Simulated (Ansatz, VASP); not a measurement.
Two plane-wave programs on HfC

The input INCAR:

```
SYSTEM = HfC
  ALGO = Normal
  EDIFF = 1E-6
  ENCUT = 520
  GGA = PE
  ISIF = 2
  ISMEAR = 0
  LASPH = .TRUE.
  LCHARG = .FALSE.
  LREAL = .FALSE.
  LWAVE = .FALSE.
  NBANDS = 14
  NELM = 80
  PREC = Accurate
  SIGMA = 0.05
```

KPOINTS

```
k-points
0
G
  12 12 12
  0 0 0
```

File POSCAR:

```
HfC
1.0
    2.9008889300      0.0000000000      0.0000000000
    0.0000000000      2.9008889300      0.0000000000
    0.0000000000      0.0000000000      2.9008889300
Hf C
1 1
Direct
    0.0172360960      0.0000000000      0.0000000000
    0.5000000000      0.5000000000      0.5000000000
```

Input for Ansatz:

```yaml
crystal:
  lattice:
    - [2.90088893, 0.0, 0.0]
    - [0.0, 2.90088893, 0.0]
    - [0.0, 0.0, 2.90088893]
  atoms:
    - { symbol: Hf, position: [0.017236096, 0.0, 0.0] }
    - { symbol: C, position: [0.5, 0.5, 0.5] }
basis:
  ecutwfc: 420
  ecutrho_ratio: 4
kpoints:
  mp_grid: { grid: [12, 12, 12] }
hamiltonian:
  xc: pbe
scf:
  occupations: { method: gaussian, width: 0.05 }
output:
  forces: true
  stress: true
  eigenvalues: true
```

Alike in both runs: task single point; functional PBE; k mesh 12 × 12 × 12; occupations gaussian, width 0.05 eV; no spin polarisation.

|  | VASP | Ansatz |
| --- | --- | --- |
| version | VASP 6.6.1 | Ansatz 0.2.0 |
| potentials or method | VASP PAW PBE potentials, release 64 (Hf_pv, C), cutoff 520 eV | scalar-relativistic, plane waves, PAW |
| valence electrons in the cell | 14 | 30 |

Ansatz gave:

* gap on the k mesh at the Fermi level (eV): none
* pressure (GPa): 0.2
* traceless stress, the component that is largest in VASP (GPa): -0.76
* rms of the force components (eV/Å): 0.003

Problem. What did VASP give for the same quantities?

Solution. gap on the k mesh at the Fermi level (eV): none; pressure (GPa): -1.2; traceless stress, the component that is largest in VASP (GPa): -0.80; rms of the force components (eV/Å): 0.005.

Atom by atom the forces differ by 0.003 eV/Å (rms over components). A gap of «none» marks a metal or a gap that the smearing closes. The functional is the same, so the differences come from potentials, cutoffs and numerics. VASP's potentials hold 14 valence electrons a cell and Ansatz's 30, so a difference there can come from the potentials and not from the codes.

Spin-orbit coupling is off throughout.
